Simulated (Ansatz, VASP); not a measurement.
One calculation of Al5N, two programs

```
Al N
1.0
     4.27091    0.00000    0.00000
    -2.13546    3.69872    0.00000
     0.00000    0.00000    5.79755
Al N
5 1
Direct
  0.66667 0.33333 0.79599
  0.00000 0.00000 0.00000
  0.66667 0.33333 0.20401
  0.33333 0.66667 0.20401
  0.33333 0.66667 0.79599
  0.00000 0.00000 0.50000
```

Change from the starting cell: species swapped into the BaSn5 type (P6/mmm, No. 191).

Alike in both runs: task relaxation of cell and atoms; functional PBE; k mesh 6 × 6 × 4; occupations gaussian, width 0.1 eV; no spin polarisation.

|  | VASP | Ansatz |
| --- | --- | --- |
| version | VASP 6.6.1 | Ansatz 0.2.0 |
| potentials or method | VASP PAW PBE potentials, release 64 (Al, N), cutoff 600 eV | scalar-relativistic, plane waves, PAW |
| valence electrons in the cell | 20 | 20 |

```tsv
	VASP	Ansatz	Ansatz less VASP
gap on the k mesh at the Fermi level, each at its own relaxed structure (eV)	none	none	-
relaxed volume (Å³/atom)	15.93	15.89	-0.046
relaxed length of the cell vector where the two differ most in proportion (Å)	5.416	5.329	-0.0869
```

A gap of «none» marks a metal or a gap that the smearing closes.
